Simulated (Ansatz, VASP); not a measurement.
## Two plane-wave programs on Y3N2

```xyz
5
Lattice="3.4655 0.0000 0.0000 -1.7327 3.0012 0.0000 0.0000 0.0000 8.6046" Properties=species:S:1:pos:R:3 pbc="T T T"
Y     0.0000    0.0000    2.1464
Y     0.0000    0.0000    6.4582
Y     0.0000    0.0000    4.3023
N     0.0000    0.0000    0.5342
N     0.0000    0.0000    8.0703
```

Alike in both runs: task single point; functional PBE; k mesh 6 × 6 × 2; occupations gaussian, width 0.1 eV; no spin polarisation.

|  | VASP | Ansatz |
| --- | --- | --- |
| version | VASP 6.6.1 | Ansatz 0.2.0 |
| potentials or method | VASP PAW PBE potentials, release 64 (Y_sv, N_h), cutoff 910 eV | scalar-relativistic, plane waves, PAW |
| valence electrons in the cell | 43 | 43 |

VASP gave:

| Item | Value |
| --- | --- |
| gap on the k mesh at the Fermi level (eV) | none |
| rms of the force components (eV/Å) | 3.887 |

Question: Which values does Ansatz return?

Answer: gap on the k mesh at the Fermi level (eV): none; rms of the force components (eV/Å): 3.789.

Atom by atom the forces differ by 0.247 eV/Å (rms over components). A gap of «none» marks a metal or a gap that the smearing closes. With one functional, cell and mesh, what is left measures potentials, basis and numerics.

The k mesh is coarse, so the values compare programs but aren't converged. Noted on VASP's run: the cutoff is short for stress, so the pressure is rough.
